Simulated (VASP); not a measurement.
# ScBPt3 (P4/mmm) in VASP: notebook, part 2 of 2

VASP 6.6.1. Earlier steps stand in the parts before.

**5. Single point, PBE**

INCAR

```
SYSTEM = ScBPt3
PREC = Accurate
ENCUT = 520
EDIFF = 1E-6
ISMEAR = -1
SIGMA = 0.1
LREAL = .False.
LASPH = .True.
NELM = 80
ALGO = Normal
ISIF = 2
LWAVE = .False.
LCHARG = .True.
GGA = PE
LELF = .True.
LVHAR = .True.
NBANDS = 30
```

KPOINTS

```
regular mesh
0
Gamma
  8 8 8
  0 0 0
```

POSCAR

```
ScBPt3
1.0
    4.2905703733      0.0000000000      0.0000000000
    0.0000000000      4.2905703733      0.0000000000
    0.0000000000      0.0000000000      4.2058905311
Sc B Pt
1 1 3
Direct
    0.0000000000      0.0000000000      0.0000000000
    0.5000000000      0.5000000000      0.5000000000
    0.0000000000      0.5000000000      0.5000000000
    0.5000000000      0.5000000000      0.0000000000
    0.5000000000      0.0000000000      0.5000000000
```

Potentials or basis: VASP PAW PBE potentials, release 64 (Sc_sv, B, Pt).

On the command line:

```console
> cat potpaw_PBE.64/Sc_sv/POTCAR potpaw_PBE.64/B/POTCAR potpaw_PBE.64/Pt/POTCAR > POTCAR
> mpirun -np 1 vasp_std > vasp.out
```

OUTCAR:

```text
SYSTEM = ScBPt3
   PREC = Accurate
   ENCUT = 520
   EDIFF = 1E-6
   ISMEAR = -1
   LREAL = .False.
   LASPH = .True.
   NELM = 80
   ISIF = 2
   GGA = PE

 ion  position               nearest neighbor table
   1  0.000  0.000  0.000-   3 3.00   5 3.00   3 3.00   5 3.00   3 3.00   3 3.00   5 3.00   5 3.00
                             4 3.03   4 3.03   4 3.03   4 3.03
   2  0.500  0.500  0.500-   4 2.10   4 2.10   5 2.15   3 2.15   5 2.15   3 2.15
   3  0.000  0.500  0.500-   2 2.15   2 2.15   4 3.00   1 3.00   4 3.00   1 3.00   1 3.00   1 3.00
                             4 3.00   4 3.00   5 3.03   5 3.03   5 3.03   5 3.03
   4  0.500  0.500  0.000-   2 2.10   2 2.10   5 3.00   3 3.00   3 3.00   5 3.00   5 3.00   5 3.00
                             3 3.00   3 3.00   1 3.03   1 3.03   1 3.03   1 3.03
   5  0.500  0.000  0.500-   2 2.15   2 2.15   4 3.00   1 3.00   4 3.00   1 3.00   4 3.00   4 3.00
                             1 3.00   1 3.00   3 3.03   3 3.03   3 3.03   3 3.03

  LATTYP: Found a simple tetragonal cell.
 ALAT       =     4.2905703733
 C/A-ratio  =     0.9802637331

  Lattice vectors:

 A1 = (   4.2905703733,   0.0000000000,   0.0000000000)
 A2 = (   0.0000000000,   4.2905703733,   0.0000000000)
 A3 = (   0.0000000000,   0.0000000000,   4.2058905311)

Analysis of symmetry for initial positions (statically):
=====================================================================
 Subroutine PRICEL returns:
 Original cell was already a primitive cell.

 Routine SETGRP: Setting up the symmetry group for a
 simple tetragonal supercell.

 Subroutine GETGRP returns: Found 16 space group operations
 (whereof 16 operations were pure point group operations)
 out of a pool of 16 trial point group operations.

The static configuration has the point symmetry D_4h.

Analysis of symmetry for dynamics (positions and initial velocities):
=====================================================================
[... 136 lines left out ...]
     AMIX_MAG =   1.60;   BMIX_MAG =  1.00
  volume/ion in A,a.u.               =      15.49       104.50
  Fermi-wavevector in a.u.,A,eV,Ry     =   1.356010  2.562488 25.017909  1.838764
  Thomas-Fermi vector in A             =   2.483050
   LORBIT       =      0    0 simple, 1 ext, 2 COOP (PROOUT), +10 PAW based schemes
   GGA     = PE    functional components
   LHFCALC =     F    Hartree Fock is set to
   AEXX    =    0.0000 exact exchange contribution
   IVDW    =     0    specifies the selected vdW correction
   LEPSILON=     F    determine dielectric tensor
   LRPA    =     F    only Hartree local field effects (RPA)
 non-spin polarized calculation
  energy-cutoff  :      520.00
  volume of cell :       77.43
 maximum number of plane-waves:      2112
 NGX is ok and might be reduce to    32
   NGX = 15   NGY = 15   NGZ = 15

 number of electron      44.0000007 magnetization

 Free energy of the ion-electron system (eV)
  ---------------------------------------------------
  ext. energy  EPLUGINS =         0.00000000
  ---------------------------------------------------
  free energy    TOTEN  =       -34.48100187 eV

  energy without entropy =      -34.37041387  energy(sigma->0) =      -34.42570787

 E-fermi :   8.7575     XC(G=0): -12.1645

 val. band max:        8.7531810971   @ k =   0.1250   0.0000   0.5000
 cond. band min:       8.7614319966   @ k =   0.3750   0.0000   0.1250
 fundamental gap:      0.0082508995
 Fermi energy:         8.7574614408

 k-point     1 :       0.0000    0.0000    0.0000
  band No.  band energies     occupation
      1     -42.0260      2.00000
      2     -20.5991      2.00000
      3     -20.5991      2.00000
      4     -20.5926      2.00000
      5      -3.2751      2.00000
      6       1.6792      2.00000
[... 781 lines left out ...]
     29      13.3589      0.00000
     30      13.3772      0.00000

 [... further k-points ...]

------------------------ aborting loop because EDIFF is reached ----------------------------------------

  FORCE on cell =-STRESS in cart. coord.  units (eV):
  Direction    XX          YY          ZZ          XY          YZ          ZX
  --------------------------------------------------------------------------------------
  -------------------------------------------------------------------------------------
  Total       -0.9215977     -0.9215977      0.6095370      0.0000000      0.0000000     -0.0000000
  in kB      -19.0705826    -19.0705826     12.6131227      0.0000000      0.0000000     -0.0000000
  external PRESSURE =      -8.5093475 kB  Pullay stress =       0.0000000 kB

 VOLUME and BASIS-vectors are now :
 -----------------------------------------------------------------------------
  energy-cutoff  :      520.00
  volume of cell :       77.43
      direct lattice vectors                 reciprocal lattice vectors
     4.290570373  0.000000000  0.000000000     0.233069246  0.000000000  0.000000000
     0.000000000  4.290570373  0.000000000     0.000000000  0.233069246  0.000000000
     0.000000000  0.000000000  4.205890531     0.000000000  0.000000000  0.237761775

 POSITION                                       TOTAL-FORCE (eV/Angst)
 -----------------------------------------------------------------------------------
      0.00000      0.00000      0.00000         0.000000      0.000000      0.000000
      2.14529      2.14529      2.10295         0.000000      0.000000      0.000000
      0.00000      2.14529      2.10295         0.000000      0.000000      0.000000
      2.14529      2.14529      0.00000         0.000000      0.000000      0.000000
      2.14529      0.00000      2.10295         0.000000      0.000000      0.000000
 -----------------------------------------------------------------------------------
    total drift:                                0.000000     -0.000000     -0.000000

  FREE ENERGIE OF THE ION-ELECTRON SYSTEM (eV)
  ---------------------------------------------------
  free  energy   TOTEN  =       -34.4810018660 eV

  energy  without entropy=      -34.3704138676  energy(sigma->0) =      -34.42570787
```

It took 54 s on 1 thread of Intel Xeon 6975P-C (Granite Rapids), shared host; peak memory 0.29 GiB.

What came out:

```yaml
Free_energy: -34.4810 eV
Pressure: -0.9 GPa
Band_gap_on_the_k_mesh: zero (bands 22 and 23 overlap by 1.32 eV)
```

Caveat: spin-orbit coupling is left out, which moves the levels of the heavy elements.

**6. Single point, PBE**

INCAR

```
SYSTEM = ScBPt3
PREC = Accurate
ENCUT = 520
EDIFF = 1E-7
ISMEAR = -1
SIGMA = 0.1
LREAL = .FALSE.
LASPH = .TRUE.
NELM = 100
ALGO = Normal
ISIF = 2
LWAVE = .FALSE.
LCHARG = .FALSE.
GGA = PE
NBANDS = 30
```

KPOINTS

```
Automatic mesh
0
G
  8 8 8
  0 0 0
```

POSCAR: that of step 5 with these lines changed.

```diff
@@ -2,5 +2,5 @@
 1.0
-    4.2905703733      0.0000000000      0.0000000000
-    0.0000000000      4.2905703733      0.0000000000
-    0.0000000000      0.0000000000      4.2058905311
+    4.3047775600      0.0000000000      0.0000000000
+    0.0000000000      4.3047775600      0.0000000000
+    0.0000000000      0.0000000000      4.1781746888
 Sc B Pt
```

Potentials or basis: VASP PAW PBE potentials, release 64 (Sc_sv, B, Pt).

On the command line:

```console
> cat potpaw_PBE.64/Sc_sv/POTCAR potpaw_PBE.64/B/POTCAR potpaw_PBE.64/Pt/POTCAR > POTCAR
> mpirun -np 1 vasp_std > vasp.out
```

It took 86 s on 1 thread of Intel Xeon Platinum 8488C (Sapphire Rapids), shared host; peak memory 0.3 GiB.

The run converged. Its results:

- Free energy: -34.4682 eV
- Pressure: -0.8 GPa
- Band gap on the k mesh: zero (bands 22 and 23 overlap by 1.31 eV)

Stress tensor (GPa, compression positive):
```
-2.39  0.00  0.00
 0.00 -2.39  0.00
 0.00  0.00  2.47
```

Levels at points of the mesh, in eV from the Fermi level:
```csv
k point,band 18,band 19,band 20,band 21,band 22,band 23,band 24,band 25,band 26,band 27
"(0.00, 0.00, 0.00)",-2.37,-2.11,-1.12,-1.10,-1.04,-1.04,1.20,1.39,2.26,2.38
"(0.50, 0.00, 0.00)",-2.70,-2.62,-2.27,-1.04,0.24,0.31,1.18,1.26,1.47,1.49
"(0.50, 0.50, 0.00)",-2.90,-2.61,-2.31,-1.70,-0.43,-0.43,0.87,0.87,1.30,1.95
"(0.00, 0.00, 0.50)",-2.72,-2.72,-2.25,-1.12,0.24,0.24,1.07,1.43,1.71,1.71
"(0.50, 0.00, 0.50)",-2.78,-2.58,-2.26,-1.70,-0.28,-0.28,0.86,0.92,1.39,1.74
"(0.50, 0.50, 0.50)",-1.29,-1.29,-1.18,-0.70,-0.70,-0.66,0.17,0.17,0.29,2.00
```

Caveat: spin-orbit coupling is left out, which moves the levels of the heavy elements.

**7. Overview**

| cell | gap on the mesh (eV) | pressure (GPa) |
| --- | --- | --- |
| a = 4.234, b = 4.234, c = 4.320 Å, 5 atoms | none | -0.9 |
| a = 4.248, b = 4.248, c = 4.291 Å, 5 atoms | none | -0.9 |
| a = 4.276, b = 4.276, c = 4.234 Å, 5 atoms | none | -0.9 |
| a = 4.291, b = 4.291, c = 4.206 Å, 5 atoms | none | -0.9 |
| a = 4.305, b = 4.305, c = 4.178 Å, 5 atoms | none | -0.8 |

Alike in all rows: task single point; level PBE; potentials or basis VASP PAW PBE potentials, release 64 (Sc_sv, B, Pt); no spin polarisation; k mesh 8 × 8 × 8; cutoff (eV) 520; smearing fermi-dirac 0.1 eV.

Caveats: spin-orbit coupling is left out, which moves the levels of the heavy elements.

Total energies depend on the potentials used, so only differences within one code and one set of settings carry meaning.
